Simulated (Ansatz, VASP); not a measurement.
## WC in VASP and in Ansatz

File INCAR:

```
SYSTEM = WC
PREC     = Accurate       ! precision mode
ENCUT    = 600            ! plane-wave cutoff, eV
EDIFF    = 1E-6           ! SCF threshold, eV
ISMEAR   = -1             ! smearing method
SIGMA    = 0.05           ! smearing width, eV
LREAL    = .FALSE.        ! projectors in reciprocal space
LASPH    = .TRUE.         ! aspherical terms in the spheres
NELM     = 80             ! most SCF steps
ALGO     = Normal         ! electronic algorithm
ISIF     = 3              ! what is computed and relaxed
LWAVE    = .FALSE.        ! write WAVECAR
LCHARG   = .FALSE.        ! write CHGCAR
GGA      = PS             ! functional
IVDW     = 12             ! dispersion correction
IBRION   = 2              ! ionic algorithm
NSW      = 60             ! ionic steps
EDIFFG   = -0.01          ! ionic threshold
```

The input KPOINTS:

```
Automatic mesh
0
G
  10 10 6
  0 0 0
```

POSCAR

```
WC
1.0
    1.6403461100     -2.1180379000      0.0000000000
    1.6403461100      2.1180379000      0.0000000000
    0.0000000000      0.0000000000      4.3094211000
W C
1 1
Direct
    0.5000000000      0.5000000000      0.5000000000
    0.0000000000      0.0000000000      0.0000000000
```

Contents of input.yaml:

```yaml
crystal:
  lattice:
    - [1.64034611, -2.1180379, 0.0]
    - [1.64034611, 2.1180379, 0.0]
    - [0.0, 0.0, 4.3094211]
  atoms:
    - { symbol: W, position: [0.5, 0.5, 0.5] }
    - { symbol: C, position: [0.0, 0.0, 0.0] }
hamiltonian:
  xc: pbesol
  pseudopotentials: { kind: paw }
  dispersion: d3bj
kpoints:
  mp_grid: { grid: [10, 10, 6] }
scf:
  occupations: { method: fermi_dirac, width: 0.05 }
output:
  forces: true
  stress: true
  eigenvalues: true
relax:
  f_tol: 0.01
  max_steps: 40
  cell: { stress_tol: 0.05 }
```

Alike in both runs: task relaxation of cell and atoms; functional PBEsol; dispersion D3(BJ); k mesh 10 × 10 × 6; occupations fermi-dirac, width 0.05 eV; no spin polarisation.

|  | VASP | Ansatz |
| --- | --- | --- |
| version | VASP 6.6.1 | Ansatz 0.2.0 |
| potentials or method | VASP PAW PBE potentials, release 64 (W_sv, C) | Ansatz PAW |
| plane-wave cutoff (eV) | 600 | 420 |
| valence electrons in the cell | 18 | 18 |

|  | VASP | Ansatz | Ansatz less VASP |
| --- | --- | --- | --- |
| gap on the k mesh at the Fermi level, each at its own relaxed structure (eV) | none | none | - |
| relaxed volume (Å³/atom) | 11.07 | 11.04 | -0.029 |
| relaxed cell length with the largest relative difference (Å) | 2.989 | 2.986 | -0.0032 |

VASP's potentials were made for PBE, not for PBEsol. A gap of «none» marks a metal or a gap that the smearing closes.

Spin-orbit coupling is off throughout. Noted on VASP's run: the volume moved by over 15 % at a fixed basis, so the end points are rough. Noted on Ansatz's run: the volume moved by over 15 % at a fixed basis, so the end points are rough; the plane-wave basis is chosen anew once the cell has moved, so the energies of steps on either side of that aren't comparable.
